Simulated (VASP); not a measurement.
# SbAs4Au (P6/mmm) in VASP: a series of runs

The runs below take SbAs4Au through single point, with PBE.

Everything below comes from runs of VASP 6.6.1. Logs are shortened: lines on timing, memory, paths and dates and some standing lists are left out, and cuts for length are marked.

## (1) The cell of the first run

It takes space group P6/mmm (No. 191, hexagonal). Conventional cell: a = 4.827 Å, b = 4.827 Å, c = 8.889 Å, α = 90.00°, β = 90.00°, γ = 120.00°. Within 3.0 Å of Sb (site symmetry 6/mmm) lie 2 As at 2.24 Å. Within 3.7 Å of As (site symmetry -6m2) lie 9 As at 2.79 to 3.55 Å and 3 Au at 2.79 Å. Within 2.9 Å of As (site symmetry 6mm) lie 1 Au at 2.21 Å and 1 Sb at 2.24 Å. Au (site symmetry 6/mmm) has 8 As at 2.21 to 2.79 Å within 2.9 Å.

The cell was built from a structure type or drawn by symmetry, and may not be a known phase.

## (2) Single point, PBE

Input file INCAR:

```
ALGO = Normal
EDIFF = 1E-6
ENCUT = 520
GGA = PE
ISIF = 2
ISMEAR = 0
LASPH = T
LCHARG = T
LELF = T
LREAL = F
LVHAR = T
LWAVE = F
NBANDS = 27
NELM = 100
PREC = Accurate
SIGMA = 0.1
```

Input file KPOINTS:

```
k-points
0
Gamma
  6 6 2
```

Input file POSCAR:

```
SbAs4Au
1.0
    4.8273291800      0.0000000000      0.0000000000
   -2.4136645900      4.1805897000      0.0000000000
    0.0000000000      0.0000000000      8.8891516900
Sb As Au
1 4 1
Direct
    0.0000000000      0.0000000000      0.0000000000
    0.3333333300      0.6666666700      0.5000000000
    0.6666666700      0.3333333300      0.5000000000
    0.0000000000      0.0000000000      0.7481329800
    0.0000000000      0.0000000000      0.2518670200
    0.0000000000      0.0000000000      0.5000000000
```

Potentials or basis: VASP PAW PBE potentials, release 64 (Sb, As, Au).

Launch:

```sh
$ cat potpaw_PBE.64/Sb/POTCAR potpaw_PBE.64/As/POTCAR potpaw_PBE.64/Au/POTCAR > POTCAR
$ mpirun -np 1 vasp_std > vasp.out
```

OUTCAR:

```text
EDIFF = 1E-6
   ENCUT = 520
   GGA = PE
   ISIF = 2
   ISMEAR = 0
   LASPH = T
   LREAL = F
   NELM = 100
   PREC = Accurate

 ion  position               nearest neighbor table
   1  0.000  0.000  0.000-   4 2.24   5 2.24
   2  0.333  0.667  0.500-   3 2.79   6 2.79   3 2.79   6 2.79   6 2.79   3 2.79
   3  0.667  0.333  0.500-   2 2.79   6 2.79   2 2.79   6 2.79   6 2.79   2 2.79
   4  0.000  0.000  0.748-   6 2.21   1 2.24
   5  0.000  0.000  0.252-   6 2.21   1 2.24
   6  0.000  0.000  0.500-   4 2.21   5 2.21   2 2.79   3 2.79   2 2.79   3 2.79   3 2.79   2 2.79

  LATTYP: Found a hexagonal cell.
 ALAT       =     4.8273291800
 C/A-ratio  =     1.8414223183

  Lattice vectors:

 A1 = (   4.8273291800,   0.0000000000,   0.0000000000)
 A2 = (  -2.4136645900,   4.1805897000,   0.0000000000)
 A3 = (   0.0000000000,   0.0000000000,   8.8891516900)

Analysis of symmetry for initial positions (statically):
=====================================================================
 Subroutine PRICEL returns:
 Original cell was already a primitive cell.

 Routine SETGRP: Setting up the symmetry group for a
 hexagonal supercell.

 Subroutine GETGRP returns: Found 24 space group operations
 (whereof 24 operations were pure point group operations)
 out of a pool of 24 trial point group operations.

The static configuration has the point symmetry D_6h.

Analysis of symmetry for dynamics (positions and initial velocities):
=====================================================================
 Subroutine PRICEL returns:
 Original cell was already a primitive cell.

 Routine SETGRP: Setting up the symmetry group for a
 hexagonal supercell.

 Subroutine GETGRP returns: Found 24 space group operations
 (whereof 24 operations were pure point group operations)
 out of a pool of 24 trial point group operations.

The dynamic configuration has the point symmetry D_6h.

 Subroutine INISYM returns: Found 24 space group operations
 (whereof 24 operations are pure point group operations),
 and found     1 'primitive' translations

----------------------------------------------------------------------------------------

                                     Primitive cell

  volume of cell :     179.3927

  direct lattice vectors                    reciprocal lattice vectors
     4.827329180  0.000000000  0.000000000     0.207153886  0.119600352  0.000000000
    -2.413664590  4.180589700  0.000000000     0.000000000  0.239200704  0.000000000
     0.000000000  0.000000000  8.889151690     0.000000000  0.000000000  0.112496674

  length of vectors
     4.827329180  4.827329178  8.889151690     0.239200704  0.239200704  0.112496674

  position of ions in fractional coordinates (direct lattice)
     0.000000000  0.000000000  0.000000000
     0.333333330  0.666666670  0.500000000
     0.666666670  0.333333330  0.500000000
     0.000000000  0.000000000  0.748132980
     0.000000000  0.000000000  0.251867020
     0.000000000  0.000000000  0.500000000

  ion indices of the primitive-cell ions
   primitive index   ion index
                 1           1
                 2           2
                 3           3
                 4           4
                 5           5
                 6           6

----------------------------------------------------------------------------------------

 KPOINTS: k-points

Automatic generation of k-mesh.
 Grid dimensions read from file:
 generate k-points for:    6    6    2

 Generating k-lattice:

  Cartesian coordinates                     Fractional coordinates (reciprocal lattice)
     0.034525648  0.019933392  0.000000000     0.166666667 -0.000000000  0.000000000
     0.000000000  0.039866784  0.000000000     0.000000000  0.166666667  0.000000000
     0.000000000  0.000000000  0.056248337     0.000000000  0.000000000  0.500000000

  Length of vectors
     0.039866784  0.039866784  0.056248337

  Shift w.r.t. Gamma in fractional coordinates (k-lattice)
     0.000000000  0.000000000  0.000000000

 Subroutine IBZKPT returns following result:
 ===========================================

 Found     14 irreducible k-points:

 Following reciprocal coordinates:
            Coordinates               Weight
  0.000000  0.000000  0.000000      1.000000
  0.166667  0.000000  0.000000      6.000000
  0.333333  0.000000  0.000000      6.000000
  0.500000  0.000000  0.000000      3.000000
  0.166667  0.166667  0.000000      6.000000
  0.333333  0.166667  0.000000     12.000000
  0.333333  0.333333  0.000000      2.000000
  0.000000  0.000000  0.500000      1.000000
  0.166667  0.000000  0.500000      6.000000
  0.333333  0.000000  0.500000      6.000000
  0.500000  0.000000  0.500000      3.000000
  0.166667  0.166667  0.500000      6.000000
  0.333333  0.166667  0.500000     12.000000
  0.333333  0.333333  0.500000      2.000000
   k-points           NKPTS =     14   k-points in BZ     NKDIM =     14   number of bands    NBANDS=     27
   number of dos      NEDOS =    301   number of ions     NIONS =      6
   total plane-waves  NPLWV =  90720
   dimension x,y,z NGX =    36 NGY =   36 NGZ =   70
   dimension x,y,z NGXF=    72 NGYF=   72 NGZF=  140
   ions per type =               1   4   1
   NGX,Y,Z   is equivalent  to a cutoff of  12.40, 12.40, 13.09 a.u.
   NGXF,Y,Z  is equivalent  to a cutoff of  24.80, 24.80, 26.18 a.u.
 SYSTEM =  unknown system
   PREC   = accura    normal or accurate (medium, high low for compatibility)
   ISTART =      0    job   : 0-new  1-cont  2-samecut
   ICHARG =      2    charge: 1-file 2-atom 10-const
   ISPIN  =      1    spin polarized calculation?
   LNONCOLLINEAR =      F non collinear calculations
   LSORBIT =      F    spin-orbit coupling
   LASPH  =      T    aspherical Exc in radial PAW
   ENCUT  =  520.0 eV  38.22 Ry    6.18 a.u.   8.98  8.98 16.53*2*pi/ulx,y,z
   NELM   =    100;   NELMIN=  2; NELMDL= -5     # of ELM steps
   EDIFF  = 0.1E-05   stopping-criterion for ELM
   LREAL  =      F    real-space projection
   EDIFFG = 0.1E-04   stopping-criterion for IOM
   NSW    =      0    number of steps for IOM
   IBRION =     -1    ionic relax: 0-MD 1-quasi-New 2-CG
   NFREE  =      0    steps in history (QN), initial steepest desc. (CG)
   ISIF   =      2    stress and relaxation
   ISYM   =      2    0-nonsym 1-usesym 2-fastsym
   POTIM  = 0.5000    time-step for ionic-motion
   TEBEG  =    0.0;   TEEND  =   0.0 temperature during run
   PSTRESS=    0.0 pullay stress
   NELECT =      36.0000    total number of electrons
   NUPDOWN=      -1.0000    fix difference up-down
   EMIN   =  10.00;   EMAX   =-10.00  energy-range for DOS
   EFERMI =   0.00;   METHOD = LEGACY
   ISMEAR =     0;   SIGMA  =   0.10  broadening in eV -4-tet -1-fermi 0-gaus
   EFERMI_NEDOS =   21; number of points for ismear=-14 and -15
   IALGO  =     38    algorithm
   IMIX   =      4    mixing-type and parameters
     AMIX     =   0.40;   BMIX     =  1.00
     AMIX_MAG =   1.60;   BMIX_MAG =  1.00
  volume/ion in A,a.u.               =      29.90       201.77
  Fermi-wavevector in a.u.,A,eV,Ry     =   0.958460  1.811227 12.498936  0.918646
  Thomas-Fermi vector in A             =   2.087569
   LORBIT       =      0    0 simple, 1 ext, 2 COOP (PROOUT), +10 PAW based schemes
   GGA     = PE    functional components
   LHFCALC =     F    Hartree Fock is set to
   AEXX    =    0.0000 exact exchange contribution
   IVDW    =     0    specifies the selected vdW correction
   LEPSILON=     F    determine dielectric tensor
   LRPA    =     F    only Hartree local field effects (RPA)
 non-spin polarized calculation
 Gauss-broadening in eV      SIGMA  =   0.10
  energy-cutoff  :      520.00
  volume of cell :      179.39
 maximum number of plane-waves:      4875
 NGX is ok and might be reduce to    36
   NGX = 17   NGY = 17   NGZ = 33

 number of electron      35.9999997 magnetization

 Free energy of the ion-electron system (eV)
  ---------------------------------------------------
  ext. energy  EPLUGINS =         0.00000000
  ---------------------------------------------------
  free energy    TOTEN  =       -18.50224399 eV

  energy without entropy =      -18.48216007  energy(sigma->0) =      -18.49220203

 E-fermi :   3.2916     XC(G=0):  -8.4815

 val. band max:        3.2239468291   @ k =   0.1667   0.0000   0.0000
 cond. band min:       3.2977612850   @ k =   0.0000   0.0000   0.0000
 fundamental gap:      0.0738144560
 Fermi energy:         3.2916440260

 k-point     1 :       0.0000    0.0000    0.0000
  band No.  band energies     occupation
      1     -10.4637      2.00000
      2      -9.2668      2.00000
      3      -8.3542      2.00000
      4      -6.5273      2.00000
      5      -4.7164      2.00000
      6      -3.5247      2.00000
[... 19 lines left out ...]
     26       8.8020      0.00000
     27       9.1715      0.00000

 k-point     2 :       0.1667    0.0000    0.0000
  band No.  band energies     occupation
      1     -10.3036      2.00000
      2      -9.1929      2.00000
      3      -8.3241      2.00000
      4      -6.5250      2.00000
      5      -5.6651      2.00000
      6      -3.3769      2.00000
[... 19 lines left out ...]
     26       9.1144      0.00000
     27       9.1309      0.00000

 k-point     3 :       0.3333    0.0000    0.0000
  band No.  band energies     occupation
      1      -9.9676      2.00000
      2      -8.8947      2.00000
      3      -8.2619      2.00000
      4      -6.8789      2.00000
      5      -6.4827      2.00000
      6      -3.3047      2.00000
[... 294 lines left out ...]
      1      -9.3305      2.00000
      2      -9.3149      2.00000
      3      -8.4194      2.00000
      4      -7.3761      2.00000
      5      -4.5096      2.00000
      6      -4.4254      2.00000
[... 19 lines left out ...]
     26       8.5640      0.00000
     27       9.3406      0.00000

 k-point    14 :       0.3333    0.3333    0.5000
  band No.  band energies     occupation
      1      -9.2990      2.00000
      2      -9.2092      2.00000
      3      -7.9405      2.00000
      4      -7.9405      2.00000
      5      -4.4724      2.00000
      6      -4.4202      2.00000
[... 19 lines left out ...]
     26       9.8290      0.00000
     27       9.8290      0.00000

------------------------ aborting loop because EDIFF is reached ----------------------------------------

  FORCE on cell =-STRESS in cart. coord.  units (eV):
  Direction    XX          YY          ZZ          XY          YZ          ZX
  --------------------------------------------------------------------------------------
  -------------------------------------------------------------------------------------
  Total        4.6410598      4.6410598     37.4927554      0.0000000      0.0000000      0.0000000
  in kB       41.4498507     41.4498507    334.8522044      0.0000000      0.0000000      0.0000000
  external PRESSURE =     139.2506353 kB  Pullay stress =       0.0000000 kB

 VOLUME and BASIS-vectors are now :
 -----------------------------------------------------------------------------
  energy-cutoff  :      520.00
  volume of cell :      179.39
      direct lattice vectors                 reciprocal lattice vectors
     4.827329180  0.000000000  0.000000000     0.207153886  0.119600352  0.000000000
    -2.413664590  4.180589700  0.000000000     0.000000000  0.239200704  0.000000000
     0.000000000  0.000000000  8.889151690     0.000000000  0.000000000  0.112496674

 POSITION                                       TOTAL-FORCE (eV/Angst)
 -----------------------------------------------------------------------------------
      0.00000      0.00000      0.00000         0.000000     -0.000000     -0.000000
     -0.00000      2.78706      4.44458         0.000000     -0.000000     -0.000000
      2.41366      1.39353      4.44458        -0.000000      0.000000     -0.000000
      0.00000      0.00000      6.65027         0.000000     -0.000000      0.741890
      0.00000      0.00000      2.23888         0.000000     -0.000000     -0.741890
      0.00000      0.00000      4.44458         0.000000     -0.000000     -0.000000
 -----------------------------------------------------------------------------------
    total drift:                               -0.000000      0.000000      0.000000

  FREE ENERGIE OF THE ION-ELECTRON SYSTEM (eV)
  ---------------------------------------------------
  free  energy   TOTEN  =       -18.5022439887 eV

  energy  without entropy=      -18.4821600691  energy(sigma->0) =      -18.49220203
```

Wall time 43 s (1 thread of Intel Xeon 6975P-C (Granite Rapids), shared host); peak memory 0.31 GiB.

What came out:

```
Free energy            : -18.5022 eV
Pressure               : 13.9 GPa
Largest force          : 0.742 eV/Å
Band gap on the k mesh : zero (bands 18 and 19 overlap by 0.90 eV)
```

Forces in eV/Å, atoms in the order of the input:
```
Sb   0.000  0.000  0.000
As   0.000  0.000  0.000
As   0.000  0.000  0.000
As   0.000  0.000  0.742
As   0.000  0.000 -0.742
Au   0.000  0.000  0.000
```

Stress tensor (GPa, compression positive):
```
 4.14  0.00  0.00
 0.00  4.14  0.00
 0.00  0.00 33.49
```

Levels at points of the mesh, in eV from the Fermi level:
```tsv
k point	band 14	band 15	band 16	band 17	band 18	band 19	band 20	band 21	band 22	band 23
(0.00, 0.00, 0.00)	-1.51	-1.14	-1.14	-0.79	-0.76	-0.76	0.01	0.01	1.28	2.74
(0.50, 0.00, 0.00)	-2.63	-2.11	-2.01	-0.47	-0.26	0.62	0.63	1.80	1.91	2.58
(0.00, 0.00, 0.50)	-2.25	-1.74	-1.74	-1.14	-1.14	0.85	0.85	1.28	1.42	2.46
(0.50, 0.00, 0.50)	-2.02	-1.63	-1.09	-0.67	-0.57	0.96	1.29	1.67	2.15	2.47
```

Caveat: the cell stands under pressure; spin-orbit coupling is left out, which moves the levels of the heavy elements.

## (3) Single point, PBE

This run uses another cell than the first one, of 34.47 Å³/atom.

Input file INCAR:

```
ALGO     = Normal         # electronic algorithm
EDIFF    = 1E-6           # SCF threshold, eV
ENCUT    = 520            # plane-wave cutoff, eV
GGA      = PE             # functional
ISIF     = 2              # what is computed and relaxed
ISMEAR   = 0              # smearing method
LASPH    = True           # aspherical terms in the spheres
LCHARG   = False          # write CHGCAR
LREAL    = False          # projectors in reciprocal space
LWAVE    = False          # write WAVECAR
NBANDS   = 27             # bands
NELM     = 60             # most SCF steps
PREC     = Accurate       # precision mode
SIGMA    = 0.1            # smearing width, eV
```

KPOINTS is that of step 2.

Input file POSCAR:

```
SbAs4Au
1.0
    4.8107451709      0.0000000000      0.0000000000
   -2.4053725854      4.1662275291      0.0000000000
    0.0000000000      0.0000000000     10.3182390810
Sb As Au
1 4 1
Direct
    0.0000000000      0.0000000000      0.0000000000
    0.3333333333      0.6666666667      0.5000000000
    0.6666666667      0.3333333333      0.5000000000
    0.0000000000      0.0000000000      0.7639144492
    0.0000000000      0.0000000000      0.2360855508
    0.0000000000      0.0000000000      0.5000000000
```

Potentials or basis: VASP PAW PBE potentials, release 64 (Sb, As, Au).

Launch:

```sh
$ cat potpaw_PBE.64/Sb/POTCAR potpaw_PBE.64/As/POTCAR potpaw_PBE.64/Au/POTCAR > POTCAR
$ mpirun -np 1 vasp_std > vasp.out
```

Run time: 45 s. Hardware: 1 thread of Intel Xeon 6975P-C (Granite Rapids), shared host; peak memory 0.35 GiB.

It converged, with:

- Free energy: -20.6287 eV
- Pressure: 0.1 GPa
- Largest force: 0.027 eV/Å
- Band gap on the k mesh: zero (bands 18 and 19 overlap by 0.57 eV)

Forces in eV/Å, atoms in the order of the input:
```
Sb   0.000  0.000  0.000
As   0.000  0.000  0.000
As   0.000  0.000  0.000
As   0.000  0.000 -0.027
As   0.000  0.000  0.027
Au   0.000  0.000  0.000
```

Stress tensor (GPa, compression positive):
```
-0.14  0.00  0.00
 0.00 -0.14  0.00
 0.00  0.00  0.52
```

Levels at points of the mesh, in eV from the Fermi level:
| k point | band 16 | band 17 | band 18 | band 19 | band 20 | band 21 |
| --- | --- | --- | --- | --- | --- | --- |
| (0.00, 0.00, 0.00) | -0.80 | -0.60 | -0.47 | -0.47 | 0.21 | 0.21 |
| (0.50, 0.00, 0.00) | -1.33 | -0.37 | -0.06 | 0.19 | 0.73 | 1.81 |
| (0.00, 0.00, 0.50) | -1.00 | -0.80 | -0.80 | 0.59 | 0.59 | 1.08 |
| (0.50, 0.00, 0.50) | -0.92 | -0.83 | -0.71 | -0.11 | 0.78 | 1.61 |

Caveat: spin-orbit coupling is left out, which moves the levels of the heavy elements.
